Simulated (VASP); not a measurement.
# MgS (F-43m) in VASP: a series of runs, part 2 of 2

VASP 6.6.1. Earlier steps stand in the parts before.

### 5 Single point, PBEsol

File INCAR:

```
PREC = Accurate ; ENCUT = 600
EDIFF = 1E-6 ; ISMEAR = 1
SIGMA = 0.05 ; LREAL = False
LASPH = True ; NELM = 120
ALGO = Normal ; ISIF = 2
LWAVE = False ; LCHARG = False
GGA = PS ; NBANDS = 11
GGA_COMPAT = False
```

File KPOINTS:

```
regular mesh
0
Gamma
  6 6 6
```

File POSCAR:

```
MgS
1.0
    0.0000000000      2.8308768389      2.8308768389
    2.8308768389      0.0000000000      2.8308768389
    2.8308768389      2.8308768389      0.0000000000
Mg S
1 1
Direct
    0.0000000000      0.0000000000      0.0000000000
    0.2500000000      0.2500000000      0.2500000000
```

Potentials or basis: VASP PAW PBE potentials, release 64 (Mg, S).

The run is started by

```
> cat potpaw_PBE.64/Mg/POTCAR potpaw_PBE.64/S/POTCAR > POTCAR
> mpirun -np 1 vasp_std > vasp.out
```

OUTCAR:

```text
PREC = Accurate
   ENCUT = 600
   EDIFF = 1E-6
   ISMEAR = 1
   LREAL = False
   LASPH = True
   NELM = 120
   ISIF = 2
   GGA = PS

 ion  position               nearest neighbor table
   1  0.000  0.000  0.000-   2 2.45   2 2.45   2 2.45   2 2.45
   2  0.250  0.250  0.250-   1 2.45   1 2.45   1 2.45   1 2.45

  LATTYP: Found a face centered cubic cell.
 ALAT       =     5.6617536778

  Lattice vectors:

 A1 = (   0.0000000000,   2.8308768389,   2.8308768389)
 A2 = (   2.8308768389,   0.0000000000,   2.8308768389)
 A3 = (   2.8308768389,   2.8308768389,   0.0000000000)

Analysis of symmetry for initial positions (statically):
=====================================================================
 Subroutine PRICEL returns:
 Original cell was already a primitive cell.

 Routine SETGRP: Setting up the symmetry group for a
 face centered cubic supercell.

 Subroutine GETGRP returns: Found 24 space group operations
 (whereof 24 operations were pure point group operations)
 out of a pool of 48 trial point group operations.

The static configuration has the point symmetry T_d .

Analysis of symmetry for dynamics (positions and initial velocities):
=====================================================================
 Subroutine PRICEL returns:
 Original cell was already a primitive cell.

 Routine SETGRP: Setting up the symmetry group for a
 face centered cubic supercell.

 Subroutine GETGRP returns: Found 24 space group operations
 (whereof 24 operations were pure point group operations)
 out of a pool of 48 trial point group operations.

The dynamic configuration has the point symmetry T_d .

 Subroutine INISYM returns: Found 24 space group operations
 (whereof 24 operations are pure point group operations),
 and found     1 'primitive' translations

----------------------------------------------------------------------------------------
[... 109 lines left out ...]
   GGA     = PS    functional components
   LHFCALC =     F    Hartree Fock is set to
   AEXX    =    0.0000 exact exchange contribution
   IVDW    =     0    specifies the selected vdW correction
   LEPSILON=     F    determine dielectric tensor
   LRPA    =     F    only Hartree local field effects (RPA)
 non-spin polarized calculation
 Methfessel and Paxton  Order N= 1 SIGMA  =   0.05
  energy-cutoff  :      600.00
  volume of cell :       45.37
 maximum number of plane-waves:      1527
   NGX = 15   NGY = 15   NGZ = 15

 number of electron       8.0000000 magnetization

 Free energy of the ion-electron system (eV)
  ---------------------------------------------------
  ext. energy  EPLUGINS =         0.00000000
  ---------------------------------------------------
  free energy    TOTEN  =        -8.91712137 eV

  energy without entropy =       -8.91717104  energy(sigma->0) =       -8.91713793

 E-fermi :   1.0435     XC(G=0):  -8.5767

 val. band max:        1.0021272767   @ k =   0.0000   0.0000   0.0000
 cond. band min:       4.2983268163   @ k =   0.0000   0.0000   0.0000
 fundamental gap:      3.2961995397
 Fermi energy:         1.0434812449

 k-point     1 :       0.0000    0.0000    0.0000
  band No.  band energies     occupation
      1     -10.2670      2.00000
      2       1.0021      1.99331
      3       1.0021      1.99331
      4       1.0021      1.99331
      5       4.2983      0.00000
      6       8.8745      0.00000
      7       8.8745      0.00000
      8       8.8745      0.00000
      9      11.7854      0.00000
     10      11.7854      0.00000
     11      14.5493      0.00000
[... 197 lines left out ...]
 k-point    16 :      -0.3333    0.5000    0.1667
  band No.  band energies     occupation
      1      -9.3430      2.00000
      2      -1.5380      2.00000
      3      -0.5838      2.00000
      4      -0.2859      2.00000
      5       5.8267      0.00000
      6       7.7587      0.00000
      7      10.2778      0.00000
      8      10.3132      0.00000
      9      13.4087      0.00000
     10      14.7402      0.00000
     11      14.8594      0.00000

------------------------ aborting loop because EDIFF is reached ----------------------------------------

  FORCE on cell =-STRESS in cart. coord.  units (eV):
  Direction    XX          YY          ZZ          XY          YZ          ZX
  --------------------------------------------------------------------------------------
  -------------------------------------------------------------------------------------
  Total       -0.1051970     -0.1051970     -0.1051970      0.0000000     -0.0000000      0.0000000
  in kB       -3.7146751     -3.7146751     -3.7146751      0.0000000     -0.0000000      0.0000000
  external PRESSURE =      -3.7146751 kB  Pullay stress =       0.0000000 kB

 VOLUME and BASIS-vectors are now :
 -----------------------------------------------------------------------------
  energy-cutoff  :      600.00
  volume of cell :       45.37
      direct lattice vectors                 reciprocal lattice vectors
     0.000000000  2.830876839  2.830876839    -0.176623721  0.176623721  0.176623721
     2.830876839  0.000000000  2.830876839     0.176623721 -0.176623721  0.176623721
     2.830876839  2.830876839  0.000000000     0.176623721  0.176623721 -0.176623721

 POSITION                                       TOTAL-FORCE (eV/Angst)
 -----------------------------------------------------------------------------------
      0.00000      0.00000      0.00000        -0.000000     -0.000000     -0.000000
      1.41544      1.41544      1.41544         0.000000      0.000000      0.000000
 -----------------------------------------------------------------------------------
    total drift:                               -0.000000     -0.000000     -0.000000

  FREE ENERGIE OF THE ION-ELECTRON SYSTEM (eV)
  ---------------------------------------------------
  free  energy   TOTEN  =        -8.9171213704 eV

  energy  without entropy=       -8.9171710412  energy(sigma->0) =       -8.91713793
```

OSZICAR:

```text
N       E                     dE             d eps       ncg     rms          rms(c)
DAV:   1     0.282118272757E+02    0.28212E+02   -0.36001E+03   360   0.639E+02
DAV:   2    -0.717991163554E+01   -0.35392E+02   -0.32989E+02   448   0.108E+02
DAV:   3    -0.938227665733E+01   -0.22024E+01   -0.21991E+01   435   0.286E+01
DAV:   4    -0.940139899033E+01   -0.19122E-01   -0.19120E-01   417   0.320E+00
DAV:   5    -0.940163449090E+01   -0.23550E-03   -0.23550E-03   462   0.345E-01    0.373E+00
DAV:   6    -0.895513910326E+01    0.44650E+00   -0.11037E+00   373   0.384E+00    0.271E+00
DAV:   7    -0.891587709214E+01    0.39262E-01   -0.23056E-01   418   0.191E+00    0.204E+00
DAV:   8    -0.891772177080E+01   -0.18447E-02   -0.14740E-02   391   0.734E-01    0.103E+00
DAV:   9    -0.891703193259E+01    0.68984E-03   -0.17629E-03   409   0.208E-01    0.357E-01
DAV:  10    -0.891710937336E+01   -0.77441E-04   -0.23442E-04   409   0.741E-02    0.313E-02
DAV:  11    -0.891712197226E+01   -0.12599E-04   -0.12314E-05   409   0.184E-02    0.508E-02
DAV:  12    -0.891712137043E+01    0.60183E-06   -0.13911E-06   430   0.516E-03
   1 F= -.89171214E+01 E0= -.89171379E+01  d E =0.496708E-04
```

stdout:

```text
POSCAR found type information on POSCAR MgS
 POSCAR found :  2 types and       2 ions
 scaLAPACK will be used
 -----------------------------------------------------------------------------
|                                                                             |
|                                                                             |
|     You enforced a specific xc type in the INCAR file but a different       |
|     I HOPE YOU KNOW WHAT YOU ARE DOING!                                     |
|                                                                             |
 -----------------------------------------------------------------------------

 LDA part: xc-table for (Slater+PW92), standard interpolation
 POSCAR, INCAR and KPOINTS ok, starting setup
 FFT: planning ... GRIDC
 FFT: planning ... GRID_SOFT
 FFT: planning ... GRID
 WAVECAR not read
 entering main loop
```

It took 6.2 s on 1 thread of AMD EPYC 9R45 (Zen 5), shared host; peak memory 0.14 GiB.

What came out:

```
Free energy            : -8.9171 eV
Pressure               : -0.4 GPa
Band gap on the k mesh : 3.30 eV
```

Levels at points of the mesh, in eV from the valence-band top:
```
           k point  band 1  band 2  band 3  band 4  band 5  band 6  band 7  band 8  band 9
(0.00, 0.00, 0.00)  -11.27    0.00    0.00    0.00    3.30    7.87    7.87    7.87   10.78
(0.50, 0.00, 0.00)  -10.58   -3.18   -0.33   -0.33    5.00    7.54    7.54    8.42   12.71
(0.50, 0.50, 0.00)  -10.35   -2.85   -1.05   -1.05    3.71    5.54   11.03   12.16   12.16
```

Caveat: the PAW data sets were made with another functional, which shifts forces and pressure a little.

### 6 Single point, PBEsol

File INCAR:

```
SYSTEM = MgS
ALGO = Normal
EDIFF = 1E-6
ENCUT = 600
GGA = PS
GGA_COMPAT = .False.
ISIF = 2
ISMEAR = 0
ISYM = 0
LASPH = .True.
LCHARG = .False.
LREAL = .False.
LWAVE = .False.
NBANDS = 11
NELM = 120
PREC = Accurate
SIGMA = 0.01
```

File KPOINTS:

```
Automatic mesh
0
Gamma
  6 6 6
  0 0 0.5
```

POSCAR is that of step 5.

Potentials or basis: VASP PAW PBE potentials, release 64 (Mg, S).

The run is started by

```
> cat potpaw_PBE.64/Mg/POTCAR potpaw_PBE.64/S/POTCAR > POTCAR
> mpirun -np 1 vasp_std > vasp.out
```

It took 1.7 min on 1 thread of AMD EPYC 9R45 (Zen 5), shared host; peak memory 0.37 GiB.

It converged, with:

| Quantity | Value |
| --- | --- |
| Free energy | -8.9178 eV |
| Pressure | -0.4 GPa |
| Band gap on the k mesh | 3.67 eV |

Levels at points of the mesh, in eV from the valence-band top:
```tsv
k point	band 1	band 2	band 3	band 4	band 5	band 6	band 7	band 8	band 9
(0.00, 0.00, 0.08)	-11.20	-0.33	0.00	0.00	3.67	7.79	7.99	7.99	10.54
```

Caveat: the PAW data sets were made with another functional, which shifts forces and pressure a little; a shifted mesh leaves out Γ, where band edges can lie. A k mesh can miss the band edges.

### 7 Summary

```tsv
k mesh	smearing	gap on the mesh (eV)	pressure (GPa)
6 × 6 × 6	gaussian 0.01 eV	3.30	-0.4
6 × 6 × 6	fermi-dirac 0.001 eV	3.30	-0.4
6 × 6 × 6	gaussian 0.5 eV	3.30	-0.4
6 × 6 × 6	methfessel-paxton 0.05 eV	3.30	-0.4
6 × 6 × 6, shifted	gaussian 0.01 eV	3.67	-0.4
```

Alike in all rows: task single point; level PBEsol; potentials or basis VASP PAW PBE potentials, release 64 (Mg, S); no spin polarisation; cell as given; cutoff (eV) 600.

Caveats: the PAW data sets were made with another functional, which shifts forces and pressure a little; a shifted mesh leaves out Γ, where band edges can lie (at least some runs).

Total energies depend on the potentials used, so only differences within one code and one set of settings carry meaning.
